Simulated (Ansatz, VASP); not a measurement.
# One calculation of Sn2Te3O, two programs

```
Sn Te O
1.0
     3.01719    1.74197    5.70613
    -3.01719    1.74197    5.70613
     0.00000   -3.48395    5.70613
Sn Te O
2 3 1
Direct
  0.10275 0.10275 0.10275
  0.89725 0.89725 0.89725
  0.50000 0.50000 0.00000
  0.00000 0.50000 0.50000
  0.50000 0.00000 0.50000
  0.00000 0.00000 0.00000
```

Alike in both runs: task relaxation of cell and atoms; functional PBE; k mesh 3 × 3 × 3; occupations gaussian, width 0.1 eV; no spin polarisation.

|  | VASP | Ansatz |
| --- | --- | --- |
| version | VASP 6.6.1 | Ansatz 0.2.0 |
| potentials or method | VASP PAW PBE potentials, release 64 (Sn_d, Te, O), cutoff 600 eV | scalar-relativistic, plane waves, PAW |
| valence electrons in the cell | 52 | 82 |

```csv
,VASP,Ansatz,Ansatz less VASP
"gap on the k mesh at the Fermi level, each at its own relaxed structure (eV)",none,none,-
relaxed volume (Å³/atom),29.95,29.96,+0.015
relaxed length of the cell vector where the two differ most in proportion (Å),6.219,6.217,-0.0022
```

A gap of «none» marks a metal or a gap that the smearing closes. VASP's potentials hold 52 valence electrons a cell and Ansatz's 82, so a difference there can come from the potentials and not from the codes.

The k mesh is coarse, so the values compare programs but aren't converged. Neither program's run includes spin-orbit coupling.
